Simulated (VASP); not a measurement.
ZnO, 4 atoms in the cell. Symmetry: P6_3mc, No. 186, hexagonal system. Conventional cell: a = 3.279 Å, b = 3.279 Å, c = 5.293 Å, α = 90.00°, β = 90.00°, γ = 120.00°. Zn (site symmetry 3m) has 4 O at 2.00 to 2.01 Å within 2.6 Å. Within 2.6 Å of O (site symmetry 3m) lie 4 Zn at 2.00 to 2.01 Å. 

- Program: VASP 6.6.1
- Task: single point
- Functional: r2SCAN
- Potentials or basis: VASP PAW PBE potentials, release 64 (Zn, O)
- Cutoff: 520 eV
- k mesh: 12 × 12 × 6
- Occupations: gaussian, width 0.02 eV
- Spin: no spin polarisation
- Dipole correction: no
- Further INCAR settings: ALGO = Normal; EDIFF = 1e-06; NBANDS = 26

Potentials or basis: VASP PAW PBE potentials, release 64 (Zn, O).

Command:

```bash
$ cat potpaw_PBE.64/Zn/POTCAR potpaw_PBE.64/O/POTCAR > POTCAR
$ cp INCAR.step1 INCAR
$ mpirun -np 1 vasp_std > vasp.out
$ cp INCAR.step2 INCAR
$ mpirun -np 1 vasp_std > vasp.out
```

Hardware: 1 thread of AMD EPYC 7R13 (shared host).

**Question.** Estimate the wall time of this run.

**Answer.** Wall time 7 min on 1 thread of AMD EPYC 7R13, with other jobs on the host, peak memory 0.19 GiB. Counts: k points 76.
